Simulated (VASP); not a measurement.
HgTe: single point with r2SCAN

HgTe:

```
Hg Te
1.0
     0.00000    3.15759    3.46550
     3.15759    0.00000    3.46550
     3.15759    3.15759    0.00000
Hg Te
1 1
Direct
  0.00000 0.00000 0.00000
  0.25000 0.25000 0.25000
```

This cell differs from its parent crystal: epitaxial xy strain -4.0%.

```yaml
Program: VASP 6.6.1
Task: single point
Functional: r2SCAN
Potentials_or_basis: VASP PAW PBE potentials, release 64 (Hg, Te)
Cutoff: 520 eV
k_mesh: 6 × 6 × 6
Occupations: fermi-dirac, width 0.02 eV
Spin: non-collinear spin, zero start, spin-orbit coupling
Starting_moments: "[[0.0, 0.0, 0.0], [0.0, 0.0, 0.0]] μB"
Dipole_correction: no
Further_INCAR_settings: ALGO = Normal; EDIFF = 1e-06; NBANDS = 30
```

```
Pressure                                              : 0.9 GPa
Net moment                                            : 0.00 μB per cell
Valence electrons inside the program's atomic spheres : Hg 10.50; Te 3.40
```

Stress tensor (GPa, compression positive):
```
 1.48  0.00  0.00
 0.00  1.48  0.00
 0.00  0.00 -0.19
```

Moments on the atoms (μB; x, y, z):
```
Hg  0.00 0.00 0.00
Te  0.00 0.00 0.00
```

Wall time 6.1 min on 1 thread of Intel(R) Xeon(R) 6975P-C (Granite Rapids), on a shared host, peak memory 0.52 GiB.

Caveat: the cell differs from its parent crystal (epitaxial xy strain -4.0%); the PAW data sets were made with another functional, which shifts forces and pressure a little.
